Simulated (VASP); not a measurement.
The system is TaN.

```
Ta N
1.0
     3.66304    0.00000    0.00000
     0.00000    3.66304    0.00000
     0.00000    0.00000    4.56049
Ta N
2 2
Direct
  0.00000 0.50000 0.00000
  0.50000 0.00000 0.50000
  0.00000 0.00000 0.25000
  0.00000 0.00000 0.75000
```

Base run:

* Program: VASP 6.6.1
* Functional: PBE
* Potentials or basis: VASP PAW PBE potentials, release 64 (Ta_pv, N)
* Cutoff: 520 eV
* k mesh: 7 × 7 × 6
* Occupations: fermi-dirac, width 0.05 eV
* Spin: no spin polarisation

Its results: band gap on the k mesh zero (band 16 reaches 5.33 eV, above the bottom of band 17 at 4.68 eV); pressure -19.5 GPa.

The run is repeated on the same cell with these changes: functional from PBE to r2SCAN; k mesh from 7 × 7 × 6 to 4 × 4 × 4. What comes out?

Band gap on the k mesh zero (band 16 reaches 5.42 eV, above the bottom of band 17 at 4.58 eV); pressure -22.3 GPa.

Several settings changed at once, so the effect can't be laid on one alone.

Caveats: some runs use coarse meshes; spin-orbit coupling is left out, which moves the levels of the heavy elements; the PAW data sets were made with another functional, which shifts forces and pressure a little (some runs).
